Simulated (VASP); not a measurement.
**KCl: single point with r2SCAN**

Crystal: KCl.

```xyz
4
Lattice="4.3401 0.0000 0.0000 -2.1700 3.7586 0.0000 0.0000 0.0000 7.6360" Properties=species:S:1:pos:R:3 pbc="T T T"
K     0.0000    0.0000    0.0000
K     0.0000    0.0000    3.8180
Cl    0.0000    2.5057    1.9090
Cl    2.1700    1.2529    5.7270
```

```
Program             : VASP 6.6.1
Task                : single point
Functional          : r2SCAN
Potentials or basis : VASP PAW PBE potentials, release 64 (K_sv, Cl)
Cutoff              : 520 eV
k mesh              : 6 × 6 × 4
Occupations         : gaussian, width 0.01 eV
Spin                : no spin polarisation
```

```json
{"Pressure": "0.0 GPa", "Band gap on the k mesh": "5.77 eV"}
```

Levels at points of the mesh, in eV from the valence-band top:
| k point | band 12 | band 13 | band 14 | band 15 | band 16 | band 17 | band 18 | band 19 | band 20 | band 21 |
| --- | --- | --- | --- | --- | --- | --- | --- | --- | --- | --- |
| (0.00, 0.00, 0.00) | -0.26 | -0.26 | -0.15 | 0.00 | 0.00 | 5.77 | 7.95 | 8.15 | 9.28 | 9.33 |
| (0.50, 0.00, 0.00) | -0.64 | -0.54 | -0.45 | -0.34 | -0.22 | 7.32 | 8.37 | 8.43 | 9.20 | 10.29 |
| (0.00, 0.00, 0.50) | -0.68 | -0.14 | -0.14 | -0.14 | -0.14 | 6.97 | 6.97 | 8.58 | 8.58 | 9.83 |
| (0.50, 0.00, 0.50) | -0.91 | -0.42 | -0.42 | -0.28 | -0.28 | 7.95 | 7.95 | 8.55 | 8.55 | 10.43 |

Run time: 2.2 min on 1 thread of Intel(R) Xeon(R) 6975P-C (Granite Rapids) (shared host), peak memory 0.27 GiB.

Caveat: the PAW data sets were made with another functional, which shifts forces and pressure a little. A k mesh can miss the band edges.
